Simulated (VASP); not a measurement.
# Al (Fm-3m) in VASP: single point with PBE+D3(BJ)

Aim: the single point of Al with PBE+D3(BJ).

Everything below comes from runs of VASP 6.6.1. Logs are shortened: lines on timing, memory, paths and dates and some standing lists are left out, and cuts for length are marked.

## (1) The cell of the first run

It takes space group Fm-3m (No. 225, cubic). The conventional cell has a = 4.050 Å, b = 4.050 Å, c = 4.050 Å, α = 90.00°, β = 90.00°, γ = 90.00°. Al (site symmetry m-3m) has 12 Al at 2.86 Å within 3.8 Å.

## (2) Single point, PBE+D3(BJ)

INCAR reads:

```
PREC = Accurate
ENCUT = 500
EDIFF = 1E-6
ISMEAR = -1
SIGMA = 0.1
LREAL = False
LASPH = True
NELM = 120
ALGO = Normal
ISIF = 2
LWAVE = False
LCHARG = False
GGA = PE
IVDW = 12
NBANDS = 8
GGA_COMPAT = False
```

KPOINTS reads:

```
regular mesh
0
Gamma
  10 10 10
```

POSCAR reads:

```
Al
1.0
    0.0000000000      2.0248050000      2.0248050000
    2.0248050000      0.0000000000      2.0248050000
    2.0248050000      2.0248050000      0.0000000000
Al
1
Direct
    0.0000000000      0.0000000000      0.0000000000
```

Potentials or basis: VASP PAW PBE potentials, release 64 (Al).

Started as:

```
$ cat potpaw_PBE.64/Al/POTCAR > POTCAR
$ mpirun -np 1 vasp_std > vasp.out
```

OUTCAR:

```text
PREC = Accurate
   ENCUT = 500
   EDIFF = 1E-6
   ISMEAR = -1
   LREAL = False
   LASPH = True
   NELM = 120
   ISIF = 2
   GGA = PE
   IVDW = 12
 IVDW          = 12

 ion  position               nearest neighbor table
   1  0.000  0.000  0.000-

  LATTYP: Found a face centered cubic cell.
 ALAT       =     4.0496100000

  Lattice vectors:

 A1 = (   0.0000000000,   2.0248050000,   2.0248050000)
 A2 = (   2.0248050000,   0.0000000000,   2.0248050000)
 A3 = (   2.0248050000,   2.0248050000,   0.0000000000)

Analysis of symmetry for initial positions (statically):
=====================================================================
 Subroutine PRICEL returns:
 Original cell was already a primitive cell.

 Routine SETGRP: Setting up the symmetry group for a
 face centered cubic supercell.

 Subroutine GETGRP returns: Found 48 space group operations
 (whereof 48 operations were pure point group operations)
 out of a pool of 48 trial point group operations.

The static configuration has the point symmetry O_h .

Analysis of symmetry for dynamics (positions and initial velocities):
=====================================================================
 Subroutine PRICEL returns:
 Original cell was already a primitive cell.

 Routine SETGRP: Setting up the symmetry group for a
 face centered cubic supercell.

 Subroutine GETGRP returns: Found 48 space group operations
 (whereof 48 operations were pure point group operations)
 out of a pool of 48 trial point group operations.

The dynamic configuration has the point symmetry O_h .

 Subroutine INISYM returns: Found 48 space group operations
 (whereof 48 operations are pure point group operations),
 and found     1 'primitive' translations

----------------------------------------------------------------------------------------

                                     Primitive cell

  volume of cell :      16.6027

  direct lattice vectors                    reciprocal lattice vectors
     0.000000000  2.024805000  2.024805000    -0.246937359  0.246937359  0.246937359
     2.024805000  0.000000000  2.024805000     0.246937359 -0.246937359  0.246937359
     2.024805000  2.024805000  0.000000000     0.246937359  0.246937359 -0.246937359

  length of vectors
     2.863506692  2.863506692  2.863506692     0.427708053  0.427708053  0.427708053

  position of ions in fractional coordinates (direct lattice)
     0.000000000  0.000000000  0.000000000

  ion indices of the primitive-cell ions
   primitive index   ion index
                 1           1

----------------------------------------------------------------------------------------

 KPOINTS: regular mesh

Automatic generation of k-mesh.
 Grid dimensions read from file:
 generate k-points for:   10   10   10

 Generating k-lattice:

  Cartesian coordinates                     Fractional coordinates (reciprocal lattice)
    -0.024693736  0.024693736  0.024693736     0.100000000  0.000000000  0.000000000
     0.024693736 -0.024693736  0.024693736     0.000000000  0.100000000  0.000000000
     0.024693736  0.024693736 -0.024693736     0.000000000  0.000000000  0.100000000

  Length of vectors
     0.042770805  0.042770805  0.042770805

  Shift w.r.t. Gamma in fractional coordinates (k-lattice)
     0.000000000  0.000000000  0.000000000

 Subroutine IBZKPT returns following result:
 ===========================================

 Found     47 irreducible k-points:

 Following reciprocal coordinates:
            Coordinates               Weight
  0.000000  0.000000  0.000000      1.000000
  0.100000  0.000000  0.000000      8.000000
  0.200000  0.000000  0.000000      8.000000
  0.300000  0.000000  0.000000      8.000000
  0.400000  0.000000  0.000000      8.000000
  0.500000  0.000000  0.000000      4.000000
[... 16 lines left out ...]
  0.300000  0.300000  0.000000      6.000000
  0.400000  0.300000  0.000000     24.000000
 [... further k-points ...]
   k-points           NKPTS =     47   k-points in BZ     NKDIM =     47   number of bands    NBANDS=      8
   number of dos      NEDOS =    301   number of ions     NIONS =      1
   total plane-waves  NPLWV =  13824
   dimension x,y,z NGX =    24 NGY =   24 NGZ =   24
   dimension x,y,z NGXF=    48 NGYF=   48 NGZF=   48
   ions per type =               1
   NGX,Y,Z   is equivalent  to a cutoff of  13.93, 13.93, 13.93 a.u.
   NGXF,Y,Z  is equivalent  to a cutoff of  27.87, 27.87, 27.87 a.u.
 SYSTEM =  unknown system
   PREC   = accura    normal or accurate (medium, high low for compatibility)
   ISTART =      0    job   : 0-new  1-cont  2-samecut
   ICHARG =      2    charge: 1-file 2-atom 10-const
   ISPIN  =      1    spin polarized calculation?
   LNONCOLLINEAR =      F non collinear calculations
   LSORBIT =      F    spin-orbit coupling
   LASPH  =      T    aspherical Exc in radial PAW
   ENCUT  =  500.0 eV  36.75 Ry    6.06 a.u.   5.22  5.22  5.22*2*pi/ulx,y,z
   NELM   =    120;   NELMIN=  2; NELMDL= -5     # of ELM steps
   EDIFF  = 0.1E-05   stopping-criterion for ELM
   LREAL  =      F    real-space projection
   EDIFFG = 0.1E-04   stopping-criterion for IOM
   NSW    =      0    number of steps for IOM
   IBRION =     -1    ionic relax: 0-MD 1-quasi-New 2-CG
   NFREE  =      0    steps in history (QN), initial steepest desc. (CG)
   ISIF   =      2    stress and relaxation
   ISYM   =      2    0-nonsym 1-usesym 2-fastsym
   POTIM  = 0.5000    time-step for ionic-motion
   TEBEG  =    0.0;   TEEND  =   0.0 temperature during run
   PSTRESS=    0.0 pullay stress
   NELECT =       3.0000    total number of electrons
   NUPDOWN=      -1.0000    fix difference up-down
   EMIN   =  10.00;   EMAX   =-10.00  energy-range for DOS
   EFERMI =   0.00;   METHOD = LEGACY
   ISMEAR =    -1;   SIGMA  =   0.10  broadening in eV -4-tet -1-fermi 0-gaus
   EFERMI_NEDOS =   21; number of points for ismear=-14 and -15
   IALGO  =     38    algorithm
   IMIX   =      4    mixing-type and parameters
     AMIX     =   0.40;   BMIX     =  1.00
     AMIX_MAG =   1.60;   BMIX_MAG =  1.00
  volume/ion in A,a.u.               =      16.60       112.04
  Fermi-wavevector in a.u.,A,eV,Ry     =   0.925526  1.748991 11.654733  0.856599
  Thomas-Fermi vector in A             =   2.051390
   LORBIT       =      0    0 simple, 1 ext, 2 COOP (PROOUT), +10 PAW based schemes
   GGA     = PE    functional components
   LHFCALC =     F    Hartree Fock is set to
   AEXX    =    0.0000 exact exchange contribution
   IVDW    =    12    specifies the selected vdW correction
   LEPSILON=     F    determine dielectric tensor
   LRPA    =     F    only Hartree local field effects (RPA)
 non-spin polarized calculation
  energy-cutoff  :      500.00
  volume of cell :       16.60
 maximum number of plane-waves:       444
 NGX is ok and might be reduce to    24
   NGX = 11   NGY = 11   NGZ = 11

 number of electron       3.0000000 magnetization

 Free energy of the ion-electron system (eV)
  ---------------------------------------------------
  ext. energy  EPLUGINS =         0.00000000
  ---------------------------------------------------
  free energy    TOTEN  =        -3.73785222 eV

  energy without entropy =       -3.71737422  energy(sigma->0) =       -3.72761322

 E-fermi :   8.0513     XC(G=0): -10.1749

 val. band max:        8.0135577153   @ k =  -0.4000   0.4000   0.0000
 cond. band min:       8.0633118107   @ k =  -0.4000   0.4000   0.1000
 fundamental gap:      0.0497540954
 Fermi energy:         8.0512863281

 k-point     1 :       0.0000    0.0000    0.0000
  band No.  band energies     occupation
      1      -3.1569      2.00000
      2      20.5194      0.00000
      3      20.5194      0.00000
      4      20.5194      0.00000
      5      21.9639      0.00000
      6      21.9639      0.00000
      7      21.9639      0.00000
      8      24.3547      0.00000

 k-point     2 :       0.1000    0.0000    0.0000
  band No.  band energies     occupation
      1      -2.8863      2.00000
      2      17.2311      0.00000
      3      19.7866      0.00000
      4      19.7866      0.00000
      5      22.6357      0.00000
      6      23.1004      0.00000
      7      23.1004      0.00000
      8      26.0028      0.00000

 k-point     3 :       0.2000    0.0000    0.0000
  band No.  band energies     occupation
      1      -2.0776      2.00000
      2      13.2487      0.00000
      3      19.0275      0.00000
      4      19.0275      0.00000
      5      22.3538      0.00000
      6      23.5134      0.00000
      7      23.5134      0.00000
      8      25.5991      0.00000

 k-point     4 :       0.3000    0.0000    0.0000
  band No.  band energies     occupation
      1      -0.7399      2.00000
      2       9.5674      0.00000
      3      18.6765      0.00000
      4      18.6765      0.00000
      5      21.7706      0.00000
      6      21.7706      0.00000
      7      22.1853      0.00000
      8      25.7483      0.00000

 k-point     5 :       0.4000    0.0000    0.0000
  band No.  band energies     occupation
      1       1.1124      2.00000
      2       6.2931      2.00000
      3      18.7712      0.00000
      4      18.7712      0.00000
      5      20.3283      0.00000
      6      20.3283      0.00000
      7      22.4000      0.00000
      8      24.2157      0.00000

 k-point     6 :       0.5000    0.0000    0.0000
  band No.  band energies     occupation
      1       3.3668      2.00000
      2       3.5628      2.00000
      3      19.2775      0.00000
      4      19.2775      0.00000
      5      19.3674      0.00000
      6      19.3674      0.00000
      7      23.0227      0.00000
      8      23.1339      0.00000

 k-point     7 :       0.1000    0.1000    0.0000
  band No.  band energies     occupation
      1      -2.7962      2.00000
      2      18.3898      0.00000
      3      18.3898      0.00000
      4      18.6853      0.00000
      5      21.1758      0.00000
      6      23.8084      0.00000
      7      24.6133      0.00000
      8      24.6133      0.00000

 k-point     8 :       0.2000    0.1000    0.0000
  band No.  band energies     occupation
      1      -2.1673      2.00000
      2      14.7132      0.00000
      3      17.4146      0.00000
      4      18.8177      0.00000
      5      21.2142      0.00000
      6      22.0191      0.00000
      7      24.9993      0.00000
      8      25.9330      0.00000

 k-point     9 :       0.3000    0.1000    0.0000
  band No.  band energies     occupation
      1      -1.0065      2.00000
      2      10.9564      0.00000
      3      16.8911      0.00000
      4      18.4871      0.00000
      5      19.2088      0.00000
      6      24.0480      0.00000
      7      24.5391      0.00000
      8      24.9901      0.00000

 k-point    10 :       0.4000    0.1000    0.0000
  band No.  band energies     occupation
      1       0.6733      2.00000
      2       7.5558      1.98600
      3      16.8253      0.00000
      4      17.5319      0.00000
      5      18.4963      0.00000
      6      23.0239      0.00000
      7      24.7530      0.00000
      8      26.0768      0.00000
[... 78 lines left out ...]
 k-point    18 :       0.4000    0.2000    0.0000
  band No.  band energies     occupation
      1       0.7603      2.00000
      2       9.2875      0.00001
      3      14.4575      0.00000
      4      15.3507      0.00000
      5      17.0121      0.00000
      6      22.8803      0.00000
      7      26.1212      0.00000
      8      28.6868      0.00000

 k-point    19 :       0.5000    0.2000    0.0000
  band No.  band energies     occupation
      1       2.7629      2.00000
      2       6.1998      2.00000
      3      13.0730      0.00000
      4      15.5881      0.00000
      5      17.3405      0.00000
      6      24.9003      0.00000
      7      25.7514      0.00000
      8      28.1945      0.00000

 k-point    20 :      -0.4000    0.2000    0.0000
  band No.  band energies     occupation
      1       3.5398      2.00000
      2       5.2588      2.00000
      3      12.1840      0.00000
      4      16.2884      0.00000
      5      18.1349      0.00000
      6      24.0762      0.00000
      7      26.5860      0.00000
      8      29.5341      0.00000

 k-point    21 :      -0.3000    0.2000    0.0000
  band No.  band energies     occupation
      1       1.3745      2.00000
      2       8.1569      0.51591
      3      11.8342      0.00000
      4      17.4509      0.00000
      5      19.3997      0.00000
      6      23.6737      0.00000
      7      26.0623      0.00000
      8      26.8223      0.00000

 k-point    22 :      -0.2000    0.2000    0.0000
  band No.  band energies     occupation
      1      -0.2968      2.00000
      2      11.0028      0.00000
      3      12.4694      0.00000
      4      19.0668      0.00000
      5      21.0853      0.00000
      6      23.3105      0.00000
      7      24.2933      0.00000
      8      25.2845      0.00000

 k-point    23 :       0.3000    0.3000    0.0000
  band No.  band energies     occupation
      1       0.0558      2.00000
      2      13.7994      0.00000
      3      14.6096      0.00000
      4      14.7283      0.00000
      5      14.7283      0.00000
      6      18.2174      0.00000
      7      30.1796      0.00000
      8      31.2919      0.00000

 k-point    24 :       0.4000    0.3000    0.0000
  band No.  band energies     occupation
      1       1.3711      2.00000
      2      11.3711      0.00000
      3      11.8003      0.00000
      4      14.3458      0.00000
      5      15.6526      0.00000
      6      19.2012      0.00000
      7      29.4660      0.00000
      8      31.6895      0.00000

 [... further k-points ...]

------------------------ aborting loop because EDIFF is reached ----------------------------------------

 Edisp (eV)   -0.33416

 E8    (eV) :    -0.1494

  FORCE on cell =-STRESS in cart. coord.  units (eV):
  Direction    XX          YY          ZZ          XY          YZ          ZX
  --------------------------------------------------------------------------------------
  -------------------------------------------------------------------------------------
  Total      -0.39649    -0.39649    -0.39649    -0.00000     0.00000     0.00000
  in kB     -38.26202   -38.26202   -38.26202    -0.00000     0.00000     0.00000
  external pressure =      -38.26 kB  Pullay stress =        0.00 kB

 VOLUME and BASIS-vectors are now :
 -----------------------------------------------------------------------------
  energy-cutoff  :      500.00
  volume of cell :       16.60
      direct lattice vectors                 reciprocal lattice vectors
     0.000000000  2.024805000  2.024805000    -0.246937359  0.246937359  0.246937359
     2.024805000  0.000000000  2.024805000     0.246937359 -0.246937359  0.246937359
     2.024805000  2.024805000  0.000000000     0.246937359  0.246937359 -0.246937359

 POSITION                                       TOTAL-FORCE (eV/Angst)
 -----------------------------------------------------------------------------------
      0.00000      0.00000      0.00000        -0.000000     -0.000000      0.000000
 -----------------------------------------------------------------------------------
    total drift:                                0.000000      0.000000      0.000000

  FREE ENERGIE OF THE ION-ELECTRON SYSTEM (eV)
  ---------------------------------------------------
  free  energy   TOTEN  =        -4.0720151948 eV

  energy  without entropy=       -4.0515371940  energy(sigma->0) =       -4.06177619
```

Wall time 5 s (1 thread of Intel Xeon Platinum 8488C (Sapphire Rapids), shared host); peak memory 0.14 GiB.

Results:

* Free energy: -4.0720 eV
* Pressure: -3.8 GPa
* Band gap on the k mesh: zero (an odd number of electrons rules out a gap without spin polarisation)
* Dispersion energy per atom: -0.334 eV

Caveat: three body term missing; the cell stands under tension.
